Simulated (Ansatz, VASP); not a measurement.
One calculation of CoW3, two programs

```
Co W
1.0
     3.85824    0.00000    0.00000
     0.00000    3.85824    0.05787
     0.00000    0.05787    3.85824
Co W
1 3
Direct
  0.00000 0.00000 0.00000
  0.00000 0.50000 0.50000
  0.50000 0.00000 0.50000
  0.50000 0.50000 0.00000
```

Change from the starting cell: strain +0.0300 x Voigt [0, 0, 0, 1, 0, 0], atoms carried along.

Alike in both runs: task single point; functional PBEsol; k mesh 12 × 12 × 12; occupations gaussian, width 0.15 eV; no spin polarisation.

|  | VASP | Ansatz |
| --- | --- | --- |
| version | VASP 6.6.1 | Ansatz 0.2.0 |
| potentials or method | VASP PAW PBE potentials, release 64 (Co, W_sv), cutoff 520 eV | scalar-relativistic, plane waves, PAW |
| valence electrons in the cell | 51 | 59 |

```csv
,VASP,Ansatz,Ansatz less VASP
gap on the k mesh at the Fermi level (eV),none,none,-
pressure (GPa),0.9,0.3,-0.58
"traceless stress, the component that is largest in VASP (GPa)",-3.90,-3.90,-0.001
```

VASP's potentials were made for PBE, not for PBEsol. A gap of «none» marks a metal or a gap that the smearing closes. With one functional, cell and mesh, what is left measures potentials, basis and numerics. VASP's potentials hold 51 valence electrons a cell and Ansatz's 59, so a difference there can come from the potentials and not from the codes.

Spin-orbit coupling is off throughout.
